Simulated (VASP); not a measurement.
# TaN (P-6m2) in VASP: notebook

Runs on TaN. Level: r2SCAN. Tasks: single point.

All numbers are computed with VASP 6.6.1; they aren't measurements. Logs are shortened: lines on timing, memory, paths and dates and some standing lists are left out, and cuts for length are marked.

## (1) The cell of the first run

It takes space group P-6m2 (No. 187, hexagonal). The conventional cell has a = 2.938 Å, b = 2.938 Å, c = 2.883 Å, α = 90.00°, β = 90.00°, γ = 120.00°. Within 2.9 Å of Ta (site symmetry -6m2) lie 6 N at 2.23 Å and 2 Ta at 2.88 Å. Within 2.9 Å of N (site symmetry -6m2) lie 6 Ta at 2.23 Å and 2 N at 2.88 Å.

## (2) Single point, r2SCAN

File POSCAR:

```
TaN
1.0
    2.9380000000      0.0000000000      0.0000000000
   -1.4690000000      2.5443830000      0.0000000000
    0.0000000000      0.0000000000      2.8830000000
Ta N
1 1
Direct
    0.3333333333      0.6666666667      0.5000000000
    0.0000000000      0.0000000000      0.0000000000
```

File INCAR.step1:

```
  ALGO = Normal
  EDIFF = 1E-4
  ENCUT = 520
  GGA = PE
  ISMEAR = -1
  LASPH = T
  LCHARG = F
  LREAL = F
  LWAVE = T
  NBANDS = 15
  NELM = 60
  PREC = Accurate
  SIGMA = 0.1
```

File INCAR.step2:

```
  ALGO = Normal
  EDIFF = 1E-6
  ENCUT = 520
  ISIF = 2
  ISMEAR = -1
  ISTART = 1
  LASPH = T
  LCHARG = T
  LELF = T
  LMIXTAU = T
  LREAL = F
  LVHAR = T
  LWAVE = F
  METAGGA = R2SCAN
  NBANDS = 15
  NELM = 60
  PREC = Accurate
  SIGMA = 0.1
```

File KPOINTS:

```
k-points
0
Gamma
  11 11 10
```

Potentials or basis: VASP PAW PBE potentials, release 64 (Ta_pv, N).

The run is started by

```bash
> cat potpaw_PBE.64/Ta_pv/POTCAR potpaw_PBE.64/N/POTCAR > POTCAR
> cp INCAR.step1 INCAR
> mpirun -np 1 vasp_std > vasp.out
> cp INCAR.step2 INCAR
> mpirun -np 1 vasp_std > vasp.out
```

OUTCAR:

```text
EDIFF = 1E-6
   ENCUT = 520
   ISIF = 2
   ISMEAR = -1
   ISTART = 1
   LASPH = T
   LREAL = F
   METAGGA = R2SCAN
   NELM = 60
   PREC = Accurate

 ion  position               nearest neighbor table
   1  0.333  0.667  0.500-   2 2.23   2 2.23   2 2.23   2 2.23   2 2.23   2 2.23
   2  0.000  0.000  0.000-   1 2.23   1 2.23   1 2.23   1 2.23   1 2.23   1 2.23

  LATTYP: Found a hexagonal cell.
 ALAT       =     2.9380000000
 C/A-ratio  =     0.9812797822

  Lattice vectors:

 A1 = (   2.9380000000,   0.0000000000,   0.0000000000)
 A2 = (  -1.4690000000,   2.5443830000,   0.0000000000)
 A3 = (   0.0000000000,   0.0000000000,   2.8830000000)

Analysis of symmetry for initial positions (statically):
=====================================================================
 Subroutine PRICEL returns:
 Original cell was already a primitive cell.

 Routine SETGRP: Setting up the symmetry group for a
 hexagonal supercell.

 Subroutine GETGRP returns: Found 12 space group operations
 (whereof 12 operations were pure point group operations)
 out of a pool of 24 trial point group operations.

The static configuration has the point symmetry D_3h.

Analysis of symmetry for dynamics (positions and initial velocities):
=====================================================================
 Subroutine PRICEL returns:
 Original cell was already a primitive cell.

 Routine SETGRP: Setting up the symmetry group for a
 hexagonal supercell.

 Subroutine GETGRP returns: Found 12 space group operations
 (whereof 12 operations were pure point group operations)
 out of a pool of 24 trial point group operations.

The dynamic configuration has the point symmetry D_3h.

 Subroutine INISYM returns: Found 12 space group operations
 (whereof 12 operations are pure point group operations),
 and found     1 'primitive' translations

----------------------------------------------------------------------------------------

                                     Primitive cell

  volume of cell :      21.5516

  direct lattice vectors                    reciprocal lattice vectors
     2.938000000  0.000000000  0.000000000     0.340367597  0.196511296  0.000000000
    -1.469000000  2.544383000  0.000000000     0.000000000  0.393022591  0.000000000
     0.000000000  0.000000000  2.883000000     0.000000000  0.000000000  0.346860909

  length of vectors
     2.938000000  2.938000315  2.883000000     0.393022633  0.393022591  0.346860909

  position of ions in fractional coordinates (direct lattice)
     0.333333333  0.666666667  0.500000000
     0.000000000  0.000000000  0.000000000

  ion indices of the primitive-cell ions
   primitive index   ion index
                 1           1
                 2           2

----------------------------------------------------------------------------------------

 KPOINTS: k-points

Automatic generation of k-mesh.
 Grid dimensions read from file:
 generate k-points for:   11   11   10

 Generating k-lattice:

  Cartesian coordinates                     Fractional coordinates (reciprocal lattice)
     0.030942509  0.017864663  0.000000000     0.090909091  0.000000000  0.000000000
     0.000000000  0.035729326  0.000000000     0.000000000  0.090909091  0.000000000
     0.000000000  0.000000000  0.034686091     0.000000000  0.000000000  0.100000000

  Length of vectors
     0.035729330  0.035729326  0.034686091

  Shift w.r.t. Gamma in fractional coordinates (k-lattice)
     0.000000000  0.000000000  0.000000000

 Subroutine IBZKPT returns following result:
 ===========================================

 Found     96 irreducible k-points:

 Following reciprocal coordinates:
            Coordinates               Weight
  0.000000  0.000000  0.000000      1.000000
  0.090909  0.000000  0.000000      6.000000
  0.181818  0.000000  0.000000      6.000000
  0.272727  0.000000  0.000000      6.000000
  0.363636  0.000000  0.000000      6.000000
  0.454545 -0.000000  0.000000      6.000000
[... 16 lines left out ...]
  0.090909  0.090909  0.100000     12.000000
  0.181818  0.090909  0.100000     24.000000
 [... further k-points ...]
   k-points           NKPTS =     96   k-points in BZ     NKDIM =     96   number of bands    NBANDS=     15
   number of dos      NEDOS =    301   number of ions     NIONS =      2
   total plane-waves  NPLWV =  13824
   dimension x,y,z NGX =    24 NGY =   24 NGZ =   24
   dimension x,y,z NGXF=    48 NGYF=   48 NGZF=   48
   ions per type =               1   1
   NGX,Y,Z   is equivalent  to a cutoff of  13.58, 13.58, 13.84 a.u.
   NGXF,Y,Z  is equivalent  to a cutoff of  27.16, 27.16, 27.68 a.u.
 SYSTEM =  unknown system
   PREC   = accura    normal or accurate (medium, high low for compatibility)
   ISTART =      1    job   : 0-new  1-cont  2-samecut
   ICHARG =      0    charge: 1-file 2-atom 10-const
   ISPIN  =      1    spin polarized calculation?
   LNONCOLLINEAR =      F non collinear calculations
   LSORBIT =      F    spin-orbit coupling
   LASPH  =      T    aspherical Exc in radial PAW
   ENCUT  =  520.0 eV  38.22 Ry    6.18 a.u.   5.46  5.46  5.36*2*pi/ulx,y,z
   NELM   =     60;   NELMIN=  2; NELMDL=  0     # of ELM steps
   EDIFF  = 0.1E-05   stopping-criterion for ELM
   LREAL  =      F    real-space projection
   EDIFFG = 0.1E-04   stopping-criterion for IOM
   NSW    =      0    number of steps for IOM
   IBRION =     -1    ionic relax: 0-MD 1-quasi-New 2-CG
   NFREE  =      0    steps in history (QN), initial steepest desc. (CG)
   ISIF   =      2    stress and relaxation
   ISYM   =      2    0-nonsym 1-usesym 2-fastsym
   POTIM  = 0.5000    time-step for ionic-motion
   TEBEG  =    0.0;   TEEND  =   0.0 temperature during run
   PSTRESS=    0.0 pullay stress
   NELECT =      16.0000    total number of electrons
   NUPDOWN=      -1.0000    fix difference up-down
   EMIN   =  10.00;   EMAX   =-10.00  energy-range for DOS
   EFERMI =   0.00;   METHOD = LEGACY
   ISMEAR =    -1;   SIGMA  =   0.10  broadening in eV -4-tet -1-fermi 0-gaus
   EFERMI_NEDOS =   21; number of points for ismear=-14 and -15
   IALGO  =     38    algorithm
   IMIX   =      4    mixing-type and parameters
     AMIX     =   0.40;   BMIX     =  1.00
     AMIX_MAG =   1.60;   BMIX_MAG =  1.00
  volume/ion in A,a.u.               =      10.78        72.72
  Fermi-wavevector in a.u.,A,eV,Ry     =   1.482365  2.801264 29.897528  2.197406
  Thomas-Fermi vector in A             =   2.596160
   LORBIT       =      0    0 simple, 1 ext, 2 COOP (PROOUT), +10 PAW based schemes
   METAGGA = R2SCAN    functional components
   LHFCALC =     F    Hartree Fock is set to
   AEXX    =    0.0000 exact exchange contribution
   IVDW    =     0    specifies the selected vdW correction
   LEPSILON=     F    determine dielectric tensor
   LRPA    =     F    only Hartree local field effects (RPA)
 non-spin polarized calculation
  energy-cutoff  :      520.00
  volume of cell :       21.55
 maximum number of plane-waves:       599
 NGX is ok and might be reduce to    24
   NGX = 11   NGY = 11   NGZ = 11

 number of electron      16.0000001 magnetization

 Free energy of the ion-electron system (eV)
  ---------------------------------------------------
  ext. energy  EPLUGINS =         0.00000000
  ---------------------------------------------------
  free energy    TOTEN  =       -60.39664909 eV

  energy without entropy =      -60.39470561  energy(sigma->0) =      -60.39567735

 E-fermi :   8.2427     XC(G=0): -14.3481

 val. band max:        8.1356746466   @ k =   0.0000   0.0000   0.5000
 cond. band min:       8.2442102689   @ k =   0.0000   0.0000   0.4000
 fundamental gap:      0.1085356224
 Fermi energy:         8.2427464183

 k-point     1 :       0.0000    0.0000    0.0000
  band No.  band energies     occupation
      1     -27.9225      2.00000
      2     -27.6616      2.00000
      3     -27.6616      2.00000
      4     -10.5909      2.00000
      5       3.3891      2.00000
      6       3.3891      2.00000
      7       3.8229      2.00000
      8       5.0723      2.00000
      9      10.7047      0.00000
     10      11.9731      0.00000
     11      11.9731      0.00000
     12      12.4474      0.00000
     13      12.4474      0.00000
     14      18.8250      0.00000
     15      22.2511      0.00000

 k-point     2 :       0.0909    0.0000    0.0000
  band No.  band energies     occupation
      1     -27.9110      2.00000
      2     -27.7535      2.00000
      3     -27.6810      2.00000
      4     -10.4198      2.00000
      5       2.8919      2.00000
      6       3.5205      2.00000
      7       4.0524      2.00000
      8       4.8274      2.00000
      9      11.3117      0.00000
     10      11.6456      0.00000
     11      12.0009      0.00000
     12      12.3583      0.00000
     13      12.6794      0.00000
     14      18.8250      0.00000
     15      22.1963      0.00000

 k-point     3 :       0.1818    0.0000    0.0000
  band No.  band energies     occupation
      1     -27.9934      2.00000
      2     -27.8799      2.00000
      3     -27.7329      2.00000
      4      -9.9567      2.00000
      5       1.8679      2.00000
      6       3.8617      2.00000
      7       4.2465      2.00000
      8       4.5733      2.00000
      9      10.8487      0.00000
     10      12.1276      0.00000
     11      12.1425      0.00000
     12      12.7965      0.00000
     13      13.1701      0.00000
     14      18.8250      0.00000
     15      22.1493      0.00000
[... 343 lines left out ...]
 k-point    23 :       0.0909    0.0909    0.1000
  band No.  band energies     occupation
      1     -27.9884      2.00000
      2     -27.8989      2.00000
      3     -27.7142      2.00000
      4      -9.9298      2.00000
      5       2.2978      2.00000
      6       3.2110      2.00000
      7       3.7914      2.00000
      8       5.4261      2.00000
      9      10.5659      0.00000
     10      11.0563      0.00000
     11      12.3254      0.00000
     12      13.2215      0.00000
     13      13.6089      0.00000
     14      18.8251      0.00000
     15      22.0473      0.00000

 k-point    24 :       0.1818    0.0909    0.1000
  band No.  band energies     occupation
      1     -28.1596      2.00000
      2     -27.9417      2.00000
      3     -27.7871      2.00000
      4      -9.4322      2.00000
      5       1.3655      2.00000
      6       3.1277      2.00000
      7       4.0110      2.00000
      8       5.4606      2.00000
      9      10.1860      0.00000
     10      11.3184      0.00000
     11      12.8293      0.00000
     12      13.3881      0.00000
     13      14.6975      0.00000
     14      18.8251      0.00000
     15      21.9569      0.00000

 [... further k-points ...]
[... 5 lines left out ...]
  --------------------------------------------------------------------------------------
  -------------------------------------------------------------------------------------
  Total        0.1491565      0.1491565      0.2603120      0.0000000     -0.0000000     -0.0000000
  in kB       11.0885265     11.0885297     19.3519981      0.0000000     -0.0000000     -0.0000000
  external PRESSURE =      13.8430181 kB  Pullay stress =       0.0000000 kB

 VOLUME and BASIS-vectors are now :
 -----------------------------------------------------------------------------
  energy-cutoff  :      520.00
  volume of cell :       21.55
      direct lattice vectors                 reciprocal lattice vectors
     2.938000000  0.000000000  0.000000000     0.340367597  0.196511296  0.000000000
    -1.469000000  2.544383000  0.000000000     0.000000000  0.393022591  0.000000000
     0.000000000  0.000000000  2.883000000     0.000000000  0.000000000  0.346860909

 POSITION                                       TOTAL-FORCE (eV/Angst)
 -----------------------------------------------------------------------------------
     -0.00000      1.69626      1.44150        -0.000000      0.000000      0.000000
      0.00000      0.00000      0.00000         0.000000     -0.000000      0.000000
 -----------------------------------------------------------------------------------
    total drift:                                0.000001      0.000005     -0.000000

  FREE ENERGIE OF THE ION-ELECTRON SYSTEM (eV)
  ---------------------------------------------------
  free  energy   TOTEN  =       -60.3966490920 eV

  energy  without entropy=      -60.3947056136  energy(sigma->0) =      -60.39567735
```

Wall time 1.9 min (1 thread of AMD EPYC 7R43 (Zen 3), shared host); peak memory 0.13 GiB.

What came out:

```yaml
Free_energy: -60.3966 eV
Pressure: 1.4 GPa
Band_gap_on_the_k_mesh: zero (band 8 reaches 8.62 eV, above the bottom of band 9 at 8.14 eV)
```

Stress tensor (GPa, compression positive):
```
1.11 0.00 0.00
0.00 1.11 0.00
0.00 0.00 1.94
```

Levels at points of the mesh, in eV from the Fermi level:
| k point | band 4 | band 5 | band 6 | band 7 | band 8 | band 9 | band 10 | band 11 | band 12 | band 13 |
| --- | --- | --- | --- | --- | --- | --- | --- | --- | --- | --- |
| (0.00, 0.00, 0.00) | -18.83 | -4.85 | -4.85 | -4.42 | -3.17 | 2.46 | 3.73 | 3.73 | 4.20 | 4.20 |
| (0.00, 0.00, 0.50) | -16.20 | -9.75 | -4.00 | -4.00 | -0.11 | -0.11 | 2.36 | 3.60 | 3.60 | 8.86 |

Caveat: the PAW data sets were made with another functional, which shifts forces and pressure a little; spin-orbit coupling is left out, which moves the levels of the heavy elements.

## (3) Single point, r2SCAN

This run uses another cell than the first one, of 10.99 Å³/atom, 1.020 times its volume.

File POSCAR:

```
TaN
1.0
    2.9574575207      0.0000000000      0.0000000000
   -1.4787287603      2.5612337096      0.0000000000
    0.0000000000      0.0000000000      2.9020932717
Ta N
1 1
Direct
    0.3333333333      0.6666666667      0.5000000000
    0.0000000000      0.0000000000      0.0000000000
```

File INCAR.step1:

```
SYSTEM = TaN
ALGO = Normal
EDIFF = 1E-4
ENCUT = 520
GGA = PE
ISMEAR = -1
LASPH = .True.
LCHARG = .False.
LREAL = .False.
LWAVE = .True.
NBANDS = 15
NELM = 100
PREC = Accurate
SIGMA = 0.1
```

File INCAR.step2:

```
SYSTEM = TaN
ALGO = Normal
EDIFF = 1E-6
ENCUT = 520
ISIF = 2
ISMEAR = -1
ISTART = 1
LASPH = .True.
LCHARG = .False.
LMIXTAU = .True.
LREAL = .False.
LWAVE = .False.
METAGGA = R2SCAN
NBANDS = 15
NELM = 100
PREC = Accurate
SIGMA = 0.1
```

File KPOINTS:

```
k-points
0
Gamma
  11 11 10
  0 0 0
```

Potentials or basis: VASP PAW PBE potentials, release 64 (Ta_pv, N).

The run is started by

```bash
> cat potpaw_PBE.64/Ta_pv/POTCAR potpaw_PBE.64/N/POTCAR > POTCAR
> cp INCAR.step1 INCAR
> mpirun -np 1 vasp_std > vasp.out
> cp INCAR.step2 INCAR
> mpirun -np 1 vasp_std > vasp.out
```

Run time: 1.9 min. Hardware: 1 thread of AMD EPYC 7R43 (Zen 3), shared host; peak memory 0.13 GiB.

The run converged. Its results:

- Free energy: -60.3913 eV
- Pressure: -5.6 GPa
- Band gap on the k mesh: zero (band 8 reaches 8.40 eV, above the bottom of band 9 at 7.93 eV)

Levels at points of the mesh, in eV from the Fermi level:
```csv
k point,band 5,band 6,band 7,band 8,band 9,band 10,band 11,band 12
"(0.00, 0.00, 0.00)",-4.76,-4.76,-4.33,-3.14,2.31,3.64,3.64,4.09
"(0.00, 0.00, 0.50)",-9.62,-3.92,-3.92,-0.10,-0.10,2.30,3.53,3.53
```

Caveat: the PAW data sets were made with another functional, which shifts forces and pressure a little; spin-orbit coupling is left out, which moves the levels of the heavy elements.

[end of part 1 of 2]
